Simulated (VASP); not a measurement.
# SrCl2 (Fm-3m) in VASP: a series of runs

Runs on SrCl2. Level: LDA. Tasks: single point.

Program: VASP 6.6.1. These are calculated values, not measurements. Logs are shortened: lines on timing, memory, paths and dates and some standing lists are left out, and cuts for length are marked.

### Step 1. The cell of the first run

The structure is cubic, space group Fm-3m (No. 225). Conventional cell: a = 6.882 Å, b = 6.882 Å, c = 6.882 Å, α = 90.00°, β = 90.00°, γ = 90.00°. Within 3.9 Å of Sr (site symmetry m-3m) lie 8 Cl at 2.98 Å. Within 3.9 Å of Cl (site symmetry -43m) lie 4 Sr at 2.98 Å and 6 Cl at 3.44 Å.

### Step 2. Single point, LDA

Contents of INCAR:

```
  PREC = Accurate
  ENCUT = 520
  EDIFF = 1E-7
  ISMEAR = -1
  SIGMA = 0.05
  LREAL = F
  LASPH = T
  NELM = 60
  ALGO = Normal
  ISIF = 2
  LWAVE = F
  LCHARG = F
  NBANDS = 19
```

Contents of KPOINTS:

```
regular mesh
0
Gamma
  7 7 7
```

Contents of POSCAR:

```
SrCl2
1.0
    0.0000000000      3.4412043558      3.4412043558
    3.4412043558      0.0000000000      3.4412043558
    3.4412043558      3.4412043558      0.0000000000
Sr Cl
1 2
Direct
    0.0000000000      0.0000000000      0.0000000000
    0.7500000000      0.7500000000      0.7500000000
    0.2500000000      0.2500000000      0.2500000000
```

Potentials or basis: VASP PAW LDA potentials, release 64 (Sr_sv, Cl).

On the command line:

```console
cat potpaw_LDA.64/Sr_sv/POTCAR potpaw_LDA.64/Cl/POTCAR > POTCAR
mpirun -np 1 vasp_std > vasp.out
```

OUTCAR:

```text
PREC = Accurate
   ENCUT = 520
   EDIFF = 1E-7
   ISMEAR = -1
   LREAL = F
   LASPH = T
   NELM = 60
   ISIF = 2

 ion  position               nearest neighbor table
   1  0.000  0.000  0.000-   2 2.98   2 2.98   2 2.98   2 2.98   3 2.98   3 2.98   3 2.98   3 2.98

   2  0.750  0.750  0.750-   1 2.98   1 2.98   1 2.98   1 2.98
   3  0.250  0.250  0.250-   1 2.98   1 2.98   1 2.98   1 2.98

  LATTYP: Found a face centered cubic cell.
 ALAT       =     6.8824087116

  Lattice vectors:

 A1 = (   0.0000000000,   3.4412043558,   3.4412043558)
 A2 = (   3.4412043558,   0.0000000000,   3.4412043558)
 A3 = (   3.4412043558,   3.4412043558,   0.0000000000)

Analysis of symmetry for initial positions (statically):
=====================================================================
 Subroutine PRICEL returns:
 Original cell was already a primitive cell.

 Routine SETGRP: Setting up the symmetry group for a
 face centered cubic supercell.

 Subroutine GETGRP returns: Found 48 space group operations
 (whereof 48 operations were pure point group operations)
 out of a pool of 48 trial point group operations.

The static configuration has the point symmetry O_h .

Analysis of symmetry for dynamics (positions and initial velocities):
=====================================================================
 Subroutine PRICEL returns:
 Original cell was already a primitive cell.

 Routine SETGRP: Setting up the symmetry group for a
 face centered cubic supercell.

 Subroutine GETGRP returns: Found 48 space group operations
 (whereof 48 operations were pure point group operations)
 out of a pool of 48 trial point group operations.

The dynamic configuration has the point symmetry O_h .

 Subroutine INISYM returns: Found 48 space group operations
 (whereof 48 operations are pure point group operations),
 and found     1 'primitive' translations

----------------------------------------------------------------------------------------

                                     Primitive cell

  volume of cell :      81.5007

  direct lattice vectors                    reciprocal lattice vectors
     0.000000000  3.441204356  3.441204356    -0.145297968  0.145297968  0.145297968
     3.441204356  0.000000000  3.441204356     0.145297968 -0.145297968  0.145297968
     3.441204356  3.441204356  0.000000000     0.145297968  0.145297968 -0.145297968

  length of vectors
     4.866597871  4.866597871  4.866597871     0.251663463  0.251663463  0.251663463

  position of ions in fractional coordinates (direct lattice)
     0.000000000  0.000000000  0.000000000
     0.750000000  0.750000000  0.750000000
     0.250000000  0.250000000  0.250000000

  ion indices of the primitive-cell ions
   primitive index   ion index
                 1           1
                 2           2
                 3           3

----------------------------------------------------------------------------------------

 KPOINTS: regular mesh

Automatic generation of k-mesh.
 Grid dimensions read from file:
 generate k-points for:    7    7    7

 Generating k-lattice:

  Cartesian coordinates                     Fractional coordinates (reciprocal lattice)
    -0.020756853  0.020756853  0.020756853     0.142857143  0.000000000  0.000000000
     0.020756853 -0.020756853  0.020756853     0.000000000  0.142857143  0.000000000
     0.020756853  0.020756853 -0.020756853     0.000000000  0.000000000  0.142857143

  Length of vectors
     0.035951923  0.035951923  0.035951923

  Shift w.r.t. Gamma in fractional coordinates (k-lattice)
     0.000000000  0.000000000  0.000000000

 Subroutine IBZKPT returns following result:
 ===========================================

 Found     20 irreducible k-points:

 Following reciprocal coordinates:
            Coordinates               Weight
  0.000000  0.000000  0.000000      1.000000
  0.142857  0.000000  0.000000      8.000000
  0.285714  0.000000  0.000000      8.000000
  0.428571  0.000000  0.000000      8.000000
  0.142857  0.142857  0.000000      6.000000
  0.285714  0.142857  0.000000     24.000000
[... 12 lines left out ...]
 -0.428571  0.428571  0.142857     24.000000
 -0.285714  0.428571  0.142857     24.000000
   k-points           NKPTS =     20   k-points in BZ     NKDIM =     20   number of bands    NBANDS=     19
   number of dos      NEDOS =    301   number of ions     NIONS =      3
   total plane-waves  NPLWV =  46656
   dimension x,y,z NGX =    36 NGY =   36 NGZ =   36
   dimension x,y,z NGXF=    72 NGYF=   72 NGZF=   72
   ions per type =               1   2
   NGX,Y,Z   is equivalent  to a cutoff of  12.30, 12.30, 12.30 a.u.
   NGXF,Y,Z  is equivalent  to a cutoff of  24.60, 24.60, 24.60 a.u.
 SYSTEM =  unknown system
   PREC   = accura    normal or accurate (medium, high low for compatibility)
   ISTART =      0    job   : 0-new  1-cont  2-samecut
   ICHARG =      2    charge: 1-file 2-atom 10-const
   ISPIN  =      1    spin polarized calculation?
   LNONCOLLINEAR =      F non collinear calculations
   LSORBIT =      F    spin-orbit coupling
   LASPH  =      T    aspherical Exc in radial PAW
   ENCUT  =  520.0 eV  38.22 Ry    6.18 a.u.   9.05  9.05  9.05*2*pi/ulx,y,z
   NELM   =     60;   NELMIN=  2; NELMDL= -5     # of ELM steps
   EDIFF  = 0.1E-06   stopping-criterion for ELM
   LREAL  =      F    real-space projection
   EDIFFG = 0.1E-05   stopping-criterion for IOM
   NSW    =      0    number of steps for IOM
   IBRION =     -1    ionic relax: 0-MD 1-quasi-New 2-CG
   NFREE  =      0    steps in history (QN), initial steepest desc. (CG)
   ISIF   =      2    stress and relaxation
   ISYM   =      2    0-nonsym 1-usesym 2-fastsym
   POTIM  = 0.5000    time-step for ionic-motion
   TEBEG  =    0.0;   TEEND  =   0.0 temperature during run
   PSTRESS=    0.0 pullay stress
   NELECT =      24.0000    total number of electrons
   NUPDOWN=      -1.0000    fix difference up-down
   EMIN   =  10.00;   EMAX   =-10.00  energy-range for DOS
   EFERMI =   0.00;   METHOD = LEGACY
   ISMEAR =    -1;   SIGMA  =   0.05  broadening in eV -4-tet -1-fermi 0-gaus
   EFERMI_NEDOS =   21; number of points for ismear=-14 and -15
   IALGO  =     38    algorithm
   IMIX   =      4    mixing-type and parameters
     AMIX     =   0.40;   BMIX     =  1.00
     AMIX_MAG =   1.60;   BMIX_MAG =  1.00
  volume/ion in A,a.u.               =      27.17       183.33
  Fermi-wavevector in a.u.,A,eV,Ry     =   1.089159  2.058213 16.140159  1.186268
  Thomas-Fermi vector in A             =   2.225357
   LORBIT       =      0    0 simple, 1 ext, 2 COOP (PROOUT), +10 PAW based schemes
   GGA     = CA    functional components
   LHFCALC =     F    Hartree Fock is set to
   AEXX    =    0.0000 exact exchange contribution
   IVDW    =     0    specifies the selected vdW correction
   LEPSILON=     F    determine dielectric tensor
   LRPA    =     F    only Hartree local field effects (RPA)
 non-spin polarized calculation
  energy-cutoff  :      520.00
  volume of cell :       81.50
 maximum number of plane-waves:      2213
   NGX = 19   NGY = 19   NGZ = 19

 number of electron      23.9999999 magnetization

 Free energy of the ion-electron system (eV)
  ---------------------------------------------------
  ext. energy  EPLUGINS =         0.00000000
  ---------------------------------------------------
  free energy    TOTEN  =       -14.06807019 eV

  energy without entropy =      -14.06807019  energy(sigma->0) =      -14.06807019

 E-fermi :   1.3345     XC(G=0):  -8.9737

 val. band max:        0.2016698958   @ k =  -0.4286   0.4286   0.0000
 cond. band min:       5.2802540075   @ k =   0.0000   0.0000   0.0000
 fundamental gap:      5.0785841117
 Fermi energy:         1.3345499773

 k-point     1 :       0.0000    0.0000    0.0000
  band No.  band energies     occupation
      1     -32.3308      2.00000
      2     -14.4520      2.00000
      3     -14.4520      2.00000
      4     -14.4520      2.00000
      5     -13.1280      2.00000
      6     -12.1560      2.00000
[... 11 lines left out ...]
     18       9.0130      0.00000
     19       9.6756      0.00000

 k-point     2 :       0.1429    0.0000    0.0000
  band No.  band energies     occupation
      1     -32.3300      2.00000
      2     -14.5504      2.00000
      3     -14.4554      2.00000
      4     -14.4554      2.00000
      5     -12.9761      2.00000
      6     -12.2061      2.00000
[... 11 lines left out ...]
     18       8.9154      0.00000
     19       9.9471      0.00000

 k-point     3 :       0.2857    0.0000    0.0000
  band No.  band energies     occupation
      1     -32.3281      2.00000
      2     -14.7172      2.00000
      3     -14.4631      2.00000
      4     -14.4631      2.00000
      5     -12.7323      2.00000
      6     -12.2660      2.00000
[... 11 lines left out ...]
     18       8.8122      0.00000
     19       9.5972      0.00000

 k-point     4 :       0.4286    0.0000    0.0000
  band No.  band energies     occupation
      1     -32.3266      2.00000
      2     -14.8199      2.00000
      3     -14.4693      2.00000
      4     -14.4693      2.00000
      5     -12.6750      2.00000
      6     -12.1975      2.00000
[... 11 lines left out ...]
     18       8.8706      0.00000
     19       8.8706      0.00000

 k-point     5 :       0.1429    0.1429    0.0000
  band No.  band energies     occupation
      1     -32.3297      2.00000
      2     -14.5741      2.00000
      3     -14.4603      2.00000
      4     -14.4603      2.00000
      5     -12.9224      2.00000
      6     -12.2266      2.00000
[... 11 lines left out ...]
     18       8.7594      0.00000
     19       9.3942      0.00000
[... 246 lines left out ...]
      2     -14.7624      2.00000
      3     -14.5371      2.00000
      4     -14.4744      2.00000
      5     -12.4960      2.00000
      6     -12.3579      2.00000
[... 11 lines left out ...]
     18       8.6132      0.00000
     19       9.7931      0.00000

 k-point    18 :      -0.4286    0.2857    0.1429
  band No.  band energies     occupation
      1     -32.3256      2.00000
      2     -14.7728      2.00000
      3     -14.6169      2.00000
      4     -14.4818      2.00000
      5     -12.4501      2.00000
      6     -12.2897      2.00000
[... 11 lines left out ...]
     18       9.0979      0.00000
     19       9.7779      0.00000

 k-point    19 :      -0.4286    0.4286    0.1429
  band No.  band energies     occupation
      1     -32.3251      2.00000
      2     -14.8348      2.00000
      3     -14.5800      2.00000
      4     -14.4932      2.00000
      5     -12.4244      2.00000
      6     -12.2672      2.00000
[... 11 lines left out ...]
     18       9.3483      0.00000
     19      10.0889      0.00000

 k-point    20 :      -0.2857    0.4286    0.1429
  band No.  band energies     occupation
      1     -32.3250      2.00000
      2     -14.7538      2.00000
      3     -14.6833      2.00000
      4     -14.4920      2.00000
      5     -12.3724      2.00000
      6     -12.2957      2.00000
[... 11 lines left out ...]
     18       9.5338      0.00000
     19      10.4997      0.00000

------------------------ aborting loop because EDIFF is reached ----------------------------------------

  FORCE on cell =-STRESS in cart. coord.  units (eV):
  Direction    XX          YY          ZZ          XY          YZ          ZX
  --------------------------------------------------------------------------------------
  -------------------------------------------------------------------------------------
  Total       -0.6701467     -0.6701467     -0.6701467     -0.0000000      0.0000000      0.0000000
  in kB      -13.1740427    -13.1740427    -13.1740427     -0.0000000      0.0000000      0.0000000
  external PRESSURE =     -13.1740427 kB  Pullay stress =       0.0000000 kB

 VOLUME and BASIS-vectors are now :
 -----------------------------------------------------------------------------
  energy-cutoff  :      520.00
  volume of cell :       81.50
      direct lattice vectors                 reciprocal lattice vectors
     0.000000000  3.441204356  3.441204356    -0.145297968  0.145297968  0.145297968
     3.441204356  0.000000000  3.441204356     0.145297968 -0.145297968  0.145297968
     3.441204356  3.441204356  0.000000000     0.145297968  0.145297968 -0.145297968

 POSITION                                       TOTAL-FORCE (eV/Angst)
 -----------------------------------------------------------------------------------
      0.00000      0.00000      0.00000         0.000000     -0.000000     -0.000000
      5.16181      5.16181      5.16181        -0.000000     -0.000000     -0.000000
      1.72060      1.72060      1.72060         0.000000      0.000000      0.000000
 -----------------------------------------------------------------------------------
    total drift:                                0.000000      0.000000      0.000000

  FREE ENERGIE OF THE ION-ELECTRON SYSTEM (eV)
  ---------------------------------------------------
  free  energy   TOTEN  =       -14.0680701937 eV

  energy  without entropy=      -14.0680701937  energy(sigma->0) =      -14.06807019
```

Wall time 26 s (1 thread of Intel Xeon Platinum 8488C (Sapphire Rapids), shared host); peak memory 0.18 GiB.

What came out:

```yaml
Free_energy: -14.0681 eV
Pressure: -1.3 GPa
Band_gap_on_the_k_mesh: 5.08 eV (least direct gap 5.35 eV)
```

Caveat: an odd mesh through Γ misses points on the zone boundary, where band edges can lie.

### Step 3. Single point, LDA

This run uses another cell than the first one, of 27.73 Å³/atom.

Contents of INCAR:

```
PREC = Accurate ; ENCUT = 520
EDIFF = 1E-6 ; ISMEAR = -1
SIGMA = 0.05 ; LREAL = False
LASPH = True ; NELM = 100
ALGO = Normal ; ISIF = 2
LWAVE = False ; LCHARG = True
GGA = CA ; LELF = True
LVHAR = True ; NBANDS = 19
```

Contents of KPOINTS:

```
Automatic mesh
0
Gamma
  7 7 7
```

Contents of POSCAR:

```
SrCl2
1.0
    0.0000000000      3.4649375496      3.4649375496
    3.4649375496      0.0000000000      3.4649375496
    3.4649375496      3.4649375496      0.0000000000
Sr Cl
1 2
Direct
    0.0000000000      0.0000000000      0.0000000000
    0.7500000000      0.7500000000      0.7500000000
    0.2500000000      0.2500000000      0.2500000000
```

Potentials or basis: VASP PAW LDA potentials, release 64 (Sr_sv, Cl).

On the command line:

```console
cat potpaw_LDA.64/Sr_sv/POTCAR potpaw_LDA.64/Cl/POTCAR > POTCAR
mpirun -np 1 vasp_std > vasp.out
```

OUTCAR:

```text
PREC = Accurate
   ENCUT = 520
   EDIFF = 1E-6
   ISMEAR = -1
   LREAL = False
   LASPH = True
   NELM = 100
   ISIF = 2
   GGA = CA

 ion  position               nearest neighbor table
   1  0.000  0.000  0.000-   2 3.00   2 3.00   2 3.00   2 3.00   3 3.00   3 3.00   3 3.00   3 3.00

   2  0.750  0.750  0.750-   1 3.00   1 3.00   1 3.00   1 3.00
   3  0.250  0.250  0.250-   1 3.00   1 3.00   1 3.00   1 3.00

  LATTYP: Found a face centered cubic cell.
 ALAT       =     6.9298750992
[... 625 lines left out ...]

  FORCE on cell =-STRESS in cart. coord.  units (eV):
  Direction    XX          YY          ZZ          XY          YZ          ZX
  --------------------------------------------------------------------------------------
  -------------------------------------------------------------------------------------
  Total       -1.0741537     -1.0741537     -1.0741537     -0.0000000     -0.0000000     -0.0000000
  in kB      -20.6852513    -20.6852513    -20.6852513     -0.0000000     -0.0000000     -0.0000000
  external PRESSURE =     -20.6852513 kB  Pullay stress =       0.0000000 kB

 VOLUME and BASIS-vectors are now :
 -----------------------------------------------------------------------------
  energy-cutoff  :      520.00
  volume of cell :       83.20
      direct lattice vectors                 reciprocal lattice vectors
     0.000000000  3.464937550  3.464937550    -0.144302745  0.144302745  0.144302745
     3.464937550  0.000000000  3.464937550     0.144302745 -0.144302745  0.144302745
     3.464937550  3.464937550  0.000000000     0.144302745  0.144302745 -0.144302745

 POSITION                                       TOTAL-FORCE (eV/Angst)
 -----------------------------------------------------------------------------------
      0.00000      0.00000      0.00000         0.000000      0.000000     -0.000000
      5.19741      5.19741      5.19741         0.000000      0.000000      0.000000
      1.73247      1.73247      1.73247        -0.000000     -0.000000     -0.000000
 -----------------------------------------------------------------------------------
    total drift:                                0.000000      0.000000      0.000000

  FREE ENERGIE OF THE ION-ELECTRON SYSTEM (eV)
  ---------------------------------------------------
  free  energy   TOTEN  =       -14.0505776300 eV

  energy  without entropy=      -14.0505776299  energy(sigma->0) =      -14.05057763
```

Run time: 26 s. Hardware: 1 thread of Intel Xeon Platinum 8488C (Sapphire Rapids), shared host; peak memory 0.18 GiB.

Results:

- Free energy: -14.0506 eV
- Pressure: -2.1 GPa
- Band gap on the k mesh: 5.00 eV (least direct gap 5.32 eV)

Caveat: an odd mesh through Γ misses points on the zone boundary, where band edges can lie.

### Step 4. Single point, LDA

This run uses another cell than the first one, of 28.86 Å³/atom.

Contents of INCAR:

```
SYSTEM = SrCl2
PREC     = Accurate       ! precision mode
ENCUT    = 520            ! plane-wave cutoff, eV
EDIFF    = 1E-6           ! SCF threshold, eV
ISMEAR   = -1             ! smearing method
SIGMA    = 0.05           ! smearing width, eV
LREAL    = .False.        ! projectors in reciprocal space
LASPH    = .True.         ! aspherical terms in the spheres
NELM     = 100            ! most SCF steps
ALGO     = Normal         ! electronic algorithm
ISIF     = 2              ! what is computed and relaxed
LWAVE    = .False.        ! write WAVECAR
LCHARG   = .True.         ! write CHGCAR
GGA      = CA             ! functional
LELF     = .True.         ! ELF
LVHAR    = .True.       
NBANDS   = 19             ! bands
```

Contents of KPOINTS:

```
Automatic mesh
0
Gamma
  7 7 7
  0 0 0
```

Contents of POSCAR:

```
SrCl2
1.0
    0.0000000000      3.5114523289      3.5114523289
    3.5114523289      0.0000000000      3.5114523289
    3.5114523289      3.5114523289      0.0000000000
Sr Cl
1 2
Direct
    0.0000000000      0.0000000000      0.0000000000
    0.7500000000      0.7500000000      0.7500000000
    0.2500000000      0.2500000000      0.2500000000
```

On the command line:

```console
cat potpaw_LDA.64/Sr_sv/POTCAR potpaw_LDA.64/Cl/POTCAR > POTCAR
mpirun -np 1 vasp_std > vasp.out
```

It took 30 s on 1 thread of Intel Xeon Platinum 8488C (Sapphire Rapids), shared host; peak memory 0.2 GiB.

The run converged. Its results:

```
Free energy            : -13.9940 eV
Pressure               : -3.3 GPa
Band gap on the k mesh : 4.85 eV (least direct gap 5.15 eV)
```

Levels at points of the mesh, in eV from the valence-band top:
| k point | band 9 | band 10 | band 11 | band 12 | band 13 | band 14 | band 15 | band 16 |
| --- | --- | --- | --- | --- | --- | --- | --- | --- |
| (0.00, 0.00, 0.00) | -2.09 | -0.31 | -0.31 | -0.31 | 4.85 | 5.86 | 5.86 | 8.70 |

Caveat: the cell stands under tension; an odd mesh through Γ misses points on the zone boundary, where band edges can lie.

### Step 5. Overview

| cell | gap on the mesh (eV) | pressure (GPa) |
| --- | --- | --- |
| a = 4.867 Å, angles 60.0°, 3 atoms | 5.08 | -1.3 |
| a = 4.900 Å, angles 60.0°, 3 atoms | 5.00 | -2.1 |
| a = 4.966 Å, angles 60.0°, 3 atoms | 4.85 | -3.3 |

Alike in all rows: task single point; level LDA; potentials or basis VASP PAW LDA potentials, release 64 (Sr_sv, Cl); no spin polarisation; k mesh 7 × 7 × 7; cutoff (eV) 520; smearing fermi-dirac 0.05 eV.

Caveats: an odd mesh through Γ misses points on the zone boundary, where band edges can lie; the cell stands under tension (at least some runs).

Absolute energies hang on the potentials; compare differences alone.
